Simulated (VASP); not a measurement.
# Zr (Pm-3m) in VASP: a series of runs, part 2 of 3

VASP 6.6.1. The steps go on from the part before.

**3. Single point, PBE (volume scaled by 0.92)**

INCAR reads:

```
SYSTEM = Zr
ALGO = Normal
EDIFF = 1E-6
ENCUT = 520
GGA = PE
ISIF = 2
ISMEAR = -1
LASPH = .TRUE.
LCHARG = .FALSE.
LREAL = .FALSE.
LWAVE = .FALSE.
NBANDS = 12
NELM = 80
PREC = Accurate
SIGMA = 0.1
```

KPOINTS reads:

```
k-points
0
G
  18 18 18
  0 0 0
```

POSCAR reads:

```
Zr
1.0
    2.8336223937      0.0000000000      0.0000000000
    0.0000000000      2.8336223937      0.0000000000
    0.0000000000      0.0000000000      2.8336223937
Zr
1
Direct
    0.0000000000      0.0000000000      0.0000000000
```

Potentials or basis: VASP PAW PBE potentials, release 64 (Zr_sv).

Run with:

```bash
cat potpaw_PBE.64/Zr_sv/POTCAR > POTCAR
mpirun -np 1 vasp_std > vasp.out
```

OUTCAR:

```text
SYSTEM = Zr
   EDIFF = 1E-6
   ENCUT = 520
   GGA = PE
   ISIF = 2
   ISMEAR = -1
   LASPH = .TRUE.
   LREAL = .FALSE.
   NELM = 80
   PREC = Accurate

 ion  position               nearest neighbor table
   1  0.000  0.000  0.000-

  LATTYP: Found a simple cubic cell.
 ALAT       =     2.8336223937

  Lattice vectors:

 A1 = (   2.8336223937,   0.0000000000,   0.0000000000)
 A2 = (   0.0000000000,   2.8336223937,   0.0000000000)
 A3 = (   0.0000000000,   0.0000000000,   2.8336223937)

[... 529 lines left out ...]
      4     -16.7953      2.00000
      5       6.1888      2.00000
      6       7.9864      1.99984
      7       9.2404      0.08480
      8      12.0338      0.00000
      9      12.3030      0.00000
     10      14.7689      0.00000
     11      18.4968      0.00000
     12      22.8096      0.00000

 [... further k-points ...]
[... 5 lines left out ...]
  --------------------------------------------------------------------------------------
  -------------------------------------------------------------------------------------
  Total        0.9828989      0.9828989      0.9828989      0.0000000      0.0000000     -0.0000000
  in kB       69.2139305     69.2139305     69.2139305      0.0000000      0.0000000     -0.0000000
  external PRESSURE =      69.2139305 kB  Pullay stress =       0.0000000 kB

 VOLUME and BASIS-vectors are now :
 -----------------------------------------------------------------------------
  energy-cutoff  :      520.00
  volume of cell :       22.75
      direct lattice vectors                 reciprocal lattice vectors
     2.833622394  0.000000000  0.000000000     0.352905173  0.000000000  0.000000000
     0.000000000  2.833622394  0.000000000     0.000000000  0.352905173  0.000000000
     0.000000000  0.000000000  2.833622394     0.000000000  0.000000000  0.352905173

 POSITION                                       TOTAL-FORCE (eV/Angst)
 -----------------------------------------------------------------------------------
      0.00000      0.00000      0.00000         0.000000      0.000000      0.000000
 -----------------------------------------------------------------------------------
    total drift:                                0.000000      0.000000      0.000000

  FREE ENERGIE OF THE ION-ELECTRON SYSTEM (eV)
  ---------------------------------------------------
  free  energy   TOTEN  =        -7.6281858909 eV

  energy  without entropy=       -7.5749872456  energy(sigma->0) =       -7.60158657
```

Run time: 19 s. Hardware: 1 thread of Intel Xeon 6975P-C, shared host; peak memory 0.18 GiB.

Results:

* Free energy: -7.6282 eV
* Pressure: 6.9 GPa
* Band gap on the k mesh: zero (band 6 reaches 10.03 eV, above the bottom of band 7 at 7.02 eV)

Levels at points of the mesh, in eV from the Fermi level:
```csv
k point,band 4,band 5,band 6,band 7,band 8,band 9
"(0.00, 0.00, 0.00)",-25.85,-5.17,-1.90,-1.90,6.07,6.07
"(0.50, 0.00, 0.00)",-25.70,-2.01,-0.97,0.55,2.67,2.67
"(0.50, 0.50, 0.00)",-25.57,-3.42,-0.27,3.40,3.40,5.45
"(0.50, 0.50, 0.50)",-26.92,-1.78,-1.78,-1.78,6.51,8.50
```

**4. Single point, PBE (volume scaled by 0.96)**

INCAR reads:

```
SYSTEM = Zr
PREC = Accurate ; ENCUT = 520
EDIFF = 1E-7 ; ISMEAR = -1
SIGMA = 0.1 ; LREAL = .False.
LASPH = .True. ; NELM = 80
ALGO = Normal ; ISIF = 2
LWAVE = .False. ; LCHARG = .False.
GGA = PE ; NBANDS = 12
```

KPOINTS reads:

```
Automatic mesh
0
Gamma
  18 18 18
  0 0 0
```

POSCAR reads:

```
Zr
1.0
    2.8741081835      0.0000000000      0.0000000000
    0.0000000000      2.8741081835      0.0000000000
    0.0000000000      0.0000000000      2.8741081835
Zr
1
Direct
    0.0000000000      0.0000000000      0.0000000000
```

Potentials or basis: VASP PAW PBE potentials, release 64 (Zr_sv).

Run with:

```bash
cat potpaw_PBE.64/Zr_sv/POTCAR > POTCAR
mpirun -np 1 vasp_std > vasp.out
```

OUTCAR:

```text
SYSTEM = Zr
   PREC = Accurate
   ENCUT = 520
   EDIFF = 1E-7
   ISMEAR = -1
   LREAL = .False.
   LASPH = .True.
   NELM = 80
   ISIF = 2
   GGA = PE

 ion  position               nearest neighbor table
   1  0.000  0.000  0.000-

  LATTYP: Found a simple cubic cell.
 ALAT       =     2.8741081835

  Lattice vectors:

 A1 = (   2.8741081835,   0.0000000000,   0.0000000000)
 A2 = (   0.0000000000,   2.8741081835,   0.0000000000)
 A3 = (   0.0000000000,   0.0000000000,   2.8741081835)

Analysis of symmetry for initial positions (statically):
=====================================================================
 Subroutine PRICEL returns:
 Original cell was already a primitive cell.

 Routine SETGRP: Setting up the symmetry group for a
 simple cubic supercell.

 Subroutine GETGRP returns: Found 48 space group operations
 (whereof 48 operations were pure point group operations)
 out of a pool of 48 trial point group operations.

The static configuration has the point symmetry O_h .

Analysis of symmetry for dynamics (positions and initial velocities):
=====================================================================
 Subroutine PRICEL returns:
 Original cell was already a primitive cell.

 Routine SETGRP: Setting up the symmetry group for a
 simple cubic supercell.

 Subroutine GETGRP returns: Found 48 space group operations
 (whereof 48 operations were pure point group operations)
 out of a pool of 48 trial point group operations.

The dynamic configuration has the point symmetry O_h .

 Subroutine INISYM returns: Found 48 space group operations
 (whereof 48 operations are pure point group operations),
 and found     1 'primitive' translations

----------------------------------------------------------------------------------------

                                     Primitive cell

  volume of cell :      23.7416
[... 111 lines left out ...]
   LORBIT       =      0    0 simple, 1 ext, 2 COOP (PROOUT), +10 PAW based schemes
   GGA     = PE    functional components
   LHFCALC =     F    Hartree Fock is set to
   AEXX    =    0.0000 exact exchange contribution
   IVDW    =     0    specifies the selected vdW correction
   LEPSILON=     F    determine dielectric tensor
   LRPA    =     F    only Hartree local field effects (RPA)
 non-spin polarized calculation
  energy-cutoff  :      520.00
  volume of cell :       23.74
 maximum number of plane-waves:       656
 NGX is ok and might be reduce to    24
   NGX = 11   NGY = 11   NGZ = 11

 number of electron      11.9999999 magnetization

 Free energy of the ion-electron system (eV)
  ---------------------------------------------------
  ext. energy  EPLUGINS =         0.00000000
  ---------------------------------------------------
  free energy    TOTEN  =        -7.65977525 eV

  energy without entropy =       -7.60429669  energy(sigma->0) =       -7.63203597

 E-fermi :   8.4523     XC(G=0): -10.8905

 val. band max:        8.4446693148   @ k =   0.2778   0.0000   0.0000
 cond. band min:       8.4531237904   @ k =   0.2222   0.2222   0.1667
 fundamental gap:      0.0084544756
 Fermi energy:         8.4523107355

 k-point     1 :       0.0000    0.0000    0.0000
  band No.  band energies     occupation
      1     -40.1512      2.00000
      2     -17.5083      2.00000
      3     -17.5083      2.00000
      4     -17.5083      2.00000
      5       3.3478      2.00000
      6       6.6722      2.00000
      7       6.6722      2.00000
      8      14.2549      0.00000
      9      14.2549      0.00000
     10      14.2549      0.00000
     11      21.5745      0.00000
     12      21.5745      0.00000
[... 331 lines left out ...]
 k-point    24 :       0.3333    0.1111    0.0000
  band No.  band energies     occupation
      1     -40.0098      2.00000
      2     -18.5139      2.00000
      3     -17.5767      2.00000
      4     -17.4012      2.00000
      5       5.7162      2.00000
      6       7.5791      1.99968
      7       8.7258      0.12193
      8      11.4468      0.00000
      9      11.7213      0.00000
     10      14.0419      0.00000
     11      17.6916      0.00000
     12      22.1003      0.00000

 [... further k-points ...]

------------------------ aborting loop because EDIFF is reached ----------------------------------------

  FORCE on cell =-STRESS in cart. coord.  units (eV):
  Direction    XX          YY          ZZ          XY          YZ          ZX
  --------------------------------------------------------------------------------------
  -------------------------------------------------------------------------------------
  Total        0.4841162      0.4841162      0.4841162      0.0000000      0.0000000     -0.0000000
  in kB       32.6701279     32.6701279     32.6701279      0.0000000      0.0000000     -0.0000000
  external PRESSURE =      32.6701279 kB  Pullay stress =       0.0000000 kB

 VOLUME and BASIS-vectors are now :
 -----------------------------------------------------------------------------
  energy-cutoff  :      520.00
  volume of cell :       23.74
      direct lattice vectors                 reciprocal lattice vectors
     2.874108184  0.000000000  0.000000000     0.347934015  0.000000000  0.000000000
     0.000000000  2.874108184  0.000000000     0.000000000  0.347934015  0.000000000
     0.000000000  0.000000000  2.874108184     0.000000000  0.000000000  0.347934015

 POSITION                                       TOTAL-FORCE (eV/Angst)
 -----------------------------------------------------------------------------------
      0.00000      0.00000      0.00000         0.000000      0.000000      0.000000
 -----------------------------------------------------------------------------------
    total drift:                                0.000000      0.000000      0.000000

  FREE ENERGIE OF THE ION-ELECTRON SYSTEM (eV)
  ---------------------------------------------------
  free  energy   TOTEN  =        -7.6597752548 eV

  energy  without entropy=       -7.6042966856  energy(sigma->0) =       -7.63203597
```

stdout:

```text
POSCAR found type information on POSCAR Zr
 POSCAR found :  1 types and       1 ions
 scaLAPACK will be used
 LDA part: xc-table for (Slater+PW92), standard interpolation
 POSCAR, INCAR and KPOINTS ok, starting setup
 FFT: planning ... GRIDC
 FFT: planning ... GRID_SOFT
 FFT: planning ... GRID
 WAVECAR not read
 entering main loop
```

Wall time 23 s (1 thread of Intel Xeon 6975P-C, shared host); peak memory 0.18 GiB.

What came out:

- Free energy: -7.6598 eV
- Pressure: 3.3 GPa
- Band gap on the k mesh: zero (band 6 reaches 9.53 eV, above the bottom of band 7 at 6.67 eV)

Levels at points of the mesh, in eV from the Fermi level:
| k point | band 4 | band 5 | band 6 | band 7 | band 8 | band 9 |
| --- | --- | --- | --- | --- | --- | --- |
| (0.00, 0.00, 0.00) | -25.96 | -5.10 | -1.78 | -1.78 | 5.80 | 5.80 |
| (0.50, 0.00, 0.00) | -25.84 | -2.02 | -0.90 | 0.47 | 2.60 | 2.60 |
| (0.50, 0.50, 0.00) | -25.72 | -3.19 | -0.28 | 3.29 | 3.29 | 5.19 |
| (0.50, 0.50, 0.50) | -26.92 | -1.63 | -1.63 | -1.63 | 6.54 | 8.09 |

[end of part 2 of 3]
